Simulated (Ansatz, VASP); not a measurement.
## One calculation of ZnCu, two programs

```
Zn Cu
1.0
     2.98535    0.00000    0.00000
     0.00000    2.98535    0.00000
     0.00000    0.00000    2.86593
Zn Cu
1 1
Direct
  0.50000 0.50000 0.50000
  0.00000 0.00000 0.00000
```

Alike in both runs: task single point; functional PBE; k mesh 18 × 18 × 18; occupations gaussian, width 0.15 eV; no spin polarisation.

|  | VASP | Ansatz |
| --- | --- | --- |
| version | VASP 6.6.1 | Ansatz 0.2.0 |
| potentials or method | VASP PAW PBE potentials, release 64 (Zn, Cu), cutoff 520 eV | scalar-relativistic, plane waves, PAW |
| valence electrons in the cell | 23 | 31 |

|  | VASP | Ansatz | Ansatz less VASP |
| --- | --- | --- | --- |
| gap on the k mesh at the Fermi level (eV) | none | none | - |
| pressure (GPa) | 3.4 | 2.4 | -1.04 |
| traceless stress, the component that is largest in VASP (GPa) | 0.59 | 0.57 | -0.022 |

A gap of «none» marks a metal or a gap that the smearing closes. The functional is the same, so the differences come from potentials, cutoffs and numerics. VASP's potentials hold 23 valence electrons a cell and Ansatz's 31, so a difference there can come from the potentials and not from the codes.
